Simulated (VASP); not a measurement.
Set up this calculation in VASP 6.6.1, as the native input.

```
Task                   : single point
Functional             : r2SCAN
Potentials or basis    : VASP PAW PBE potentials, release 64 (Mg, O)
Cutoff                 : 520 eV
k mesh                 : 12 × 12 × 6
Occupations            : gaussian, width 0.05 eV
Spin                   : no spin polarisation
Dipole correction      : no
Further INCAR settings : ALGO = Normal; EDIFF = 1e-07; NBANDS = 16
```

MgO:

```xyz
4
Lattice="3.4279 0.0000 0.0000 -1.7139 2.9686 0.0000 0.0000 0.0000 4.3241" Properties=species:S:1:pos:R:3 pbc="T T T"
Mg    1.7139    0.9895    3.2431
Mg    0.0000    1.9791    1.0810
O     1.7139    0.9895    1.0810
O     0.0000    1.9791    3.2431
```

This cell differs from its parent crystal: ratio of the length along z to the lengths across it x 1.05, volume and fractional coordinates fixed.

One way to write it, as run:

POSCAR

```
MgO
1.0
    3.4278991550      0.0000000000      0.0000000000
   -1.7139495775      2.9686477498      0.0000000000
    0.0000000000      0.0000000000      4.3240729328
Mg O
2 2
Direct
    0.6666666667      0.3333333333      0.7500000000
    0.3333333333      0.6666666667      0.2500000000
    0.6666666667      0.3333333333      0.2500000000
    0.3333333333      0.6666666667      0.7500000000
```

INCAR.step1

```
PREC = Accurate
ENCUT = 520
ISMEAR = 0
SIGMA = 0.05
LREAL = False
LASPH = True
NELM = 100
NBANDS = 16
GGA = PE
ALGO = Normal
EDIFF = 1E-4
LWAVE = True
LCHARG = False
```

INCAR.step2

```
PREC = Accurate
ENCUT = 520
EDIFF = 1E-7
ISMEAR = 0
SIGMA = 0.05
LREAL = False
LASPH = True
NELM = 100
ALGO = Normal
ISIF = 2
LWAVE = False
LCHARG = False
METAGGA = R2SCAN
LMIXTAU = True
NBANDS = 16
ISTART = 1
```

KPOINTS

```
regular mesh
0
Gamma
  12 12 6
```

Potentials or basis: VASP PAW PBE potentials, release 64 (Mg, O).

Run with:

```bash
$ cat potpaw_PBE.64/Mg/POTCAR potpaw_PBE.64/O/POTCAR > POTCAR
$ cp INCAR.step1 INCAR
$ mpirun -np 1 vasp_std > vasp.out
$ cp INCAR.step2 INCAR
$ mpirun -np 1 vasp_std > vasp.out
```

It gave:

| Item | Value |
| --- | --- |
| Pressure | -0.4 GPa |
| Band gap on the k mesh | 4.03 eV |

Caveat: the stress differs along the axes, from -6 to 3 GPa; the PAW data sets were made with another functional, which shifts forces and pressure a little.

Wall time 2.1 min on 1 thread of Intel(R) Xeon(R) 6975P-C (Granite Rapids), on a shared host, peak memory 0.2 GiB.
